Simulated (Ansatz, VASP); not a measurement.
## Si: VASP beside Ansatz

File INCAR:

```
SYSTEM = Si
ALGO = Normal
DIPOL = 0.5 0.5 0.500
EDIFF = 1E-6
ENCUT = 520
IDIPOL = 3
ISIF = 2
ISMEAR = -1
LASPH = .True.
LCHARG = .True.
LDIPOL = .True.
LELF = .True.
LREAL = .False.
LVACPOTAV = .True.
LVHAR = .True.
LWAVE = .False.
NBANDS = 21
NELM = 80
PREC = Accurate
SIGMA = 0.02
```

Contents of KPOINTS:

```
k-points
0
Gamma
  7 5 1
  0 0 0
```

The input POSCAR:

```
Si
1.0
    3.8197434381      0.0000000000      0.0000000000
    0.0000000000      5.4019329750      0.0000000000
    0.0000000000      0.0000000000     10.6619000000
Si
6
Direct
    0.7500000000      0.1162719829      0.3282734332
    0.2500000000      0.8837280171      0.3282734332
    0.2500000000      0.6226187183      0.5000000035
    0.7500000000      0.3773812817      0.5000000035
    0.7500000000      0.1162719803      0.6717265668
    0.2500000000      0.8837280197      0.6717265668
```

Input for Ansatz:

```yaml
crystal:
  lattice:
    - [3.8197434381, 0.0, 0.0]
    - [0.0, 5.401932975, 0.0]
    - [0.0, 0.0, 10.6619]
  atoms:
    - { symbol: Si, position: [0.75, 0.1162719829, 0.3282734332] }
    - { symbol: Si, position: [0.25, 0.8837280171, 0.3282734332] }
    - { symbol: Si, position: [0.25, 0.6226187183, 0.5000000035] }
    - { symbol: Si, position: [0.75, 0.3773812817, 0.5000000035] }
    - { symbol: Si, position: [0.75, 0.1162719803, 0.6717265668] }
    - { symbol: Si, position: [0.25, 0.8837280197, 0.6717265668] }
kpoints:
  mp_grid: { grid: [7, 5, 1] }
scf:
  occupations: { method: fermi_dirac, width: 0.02 }
hamiltonian:
  xc: lda
  pseudopotentials: { kind: all_electron, lapw: { basis_error: 0.001 } }
output:
  forces: true
  stress: true
  eigenvalues: true
efield:
  axis: 3
  amplitude: 0
  dipole_correction: true
```

Alike in both runs: task single point; functional LDA; k mesh 7 × 5 × 1; occupations fermi-dirac, width 0.02 eV; no spin polarisation.

|  | VASP | Ansatz |
| --- | --- | --- |
| version | VASP 6.6.1 | Ansatz 0.2.0 |
| potentials or method | VASP PAW LDA potentials, release 64 (Si), cutoff 520 eV | all-electron LAPW, scalar-relativistic |

|  | VASP | Ansatz | Ansatz less VASP |
| --- | --- | --- | --- |
| rms of the force components (eV/Å) | 0.006 | 0.008 | +0.0022 |

LDA's correlation is that of Perdew and Zunger in VASP and of Perdew and Wang (1992) in Ansatz. Atom by atom the forces differ by 0.003 eV/Å (rms over components). Ansatz ran all-electron here, and VASP with PAW potentials. Ansatz's warnings: vacuum density over bound.
